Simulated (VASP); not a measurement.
Set up this calculation in VASP 6.6.1, as the native input.

```
Task                   : relaxation of cell and atoms
Functional             : PBE
Potentials or basis    : VASP PAW PBE potentials, release 64 (Co, Bi_d)
Cutoff                 : 600 eV
k mesh                 : 6 × 6 × 6
Occupations            : gaussian, width 0.1 eV
Spin                   : collinear spin, ferromagnetic start
Starting moments       : [1.67, 1.67, 1.94, 0.0] μB
Dipole correction      : no
Further INCAR settings : ALGO = Normal; EDIFF = 1e-06; IBRION = 2; EDIFFG = -0.05; NSW = 100; ISIF = 3
```

The structure of Co3Bi lies in POSCAR:

```
Co3Bi
1.0
    0.0000000000      3.1619751678      3.1619751678
    3.1619751678      0.0000000000      3.1619751678
    3.1619751678      3.1619751678      0.0000000000
Co Bi
3 1
Direct
    0.2500000000      0.2500000000      0.2500000000
    0.7500000000      0.7500000000      0.7500000000
    0.5000000000      0.5000000000      0.5000000000
    0.0000000000      0.0000000000      0.0000000000
```

One way to write it, as run:

INCAR

```
SYSTEM = Co3Bi
ALGO     = Normal         ! electronic algorithm
EDIFF    = 1E-6           ! SCF threshold, eV
EDIFFG   = -0.05          ! ionic threshold
ENCUT    = 600            ! plane-wave cutoff, eV
GGA      = PE             ! functional
IBRION   = 2              ! ionic algorithm
ISIF     = 3              ! what is computed and relaxed
ISMEAR   = 0              ! smearing method
ISPIN    = 2              ! spin polarisation
LASPH    = .TRUE.         ! aspherical terms in the spheres
LCHARG   = .FALSE.        ! write CHGCAR
LMAXMIX  = 4              ! l up to which the mixer works
LORBIT   = 11             ! projections on sites
LREAL    = .FALSE.        ! projectors in reciprocal space
LWAVE    = .FALSE.        ! write WAVECAR
MAGMOM   = 1.67 1.67 1.94 0 ! initial moments
NELM     = 150            ! most SCF steps
NSW      = 100            ! ionic steps
PREC     = Accurate       ! precision mode
SIGMA    = 0.1            ! smearing width, eV
```

KPOINTS

```
k-points
0
G
  6 6 6
  0 0 0
```

Potentials or basis: VASP PAW PBE potentials, release 64 (Co, Bi_d).

Run with:

```bash
$ cat potpaw_PBE.64/Co/POTCAR potpaw_PBE.64/Bi_d/POTCAR > POTCAR
$ mpirun -np 1 vasp_std > vasp.out
```

Results of the run:

The relaxed volume is 14.35 Å³/atom, the relaxed cell is a = 4.330 Å, b = 4.330 Å, c = 4.330 Å, α = 60.00°, β = 60.00°, γ = 60.00° and the space group after relaxing (to 0.05 Å) is Fm-3m (No. 225). The energy gained by relaxing is 48.7 meV/atom. The ionic steps are 3. The pressure after relaxing is 0.1 GPa and the net moment is 4.34 μB per cell. The site moments are Co +1.40, +1.62; Bi +0.01 μB. The valence electrons inside the program's atomic spheres are Co 8.16, 8.02; Bi 13.01.

Wall time 120 s on 1 thread of Intel(R) Xeon(R) 6975P-C (Granite Rapids) (shared host), peak memory 0.27 GiB.
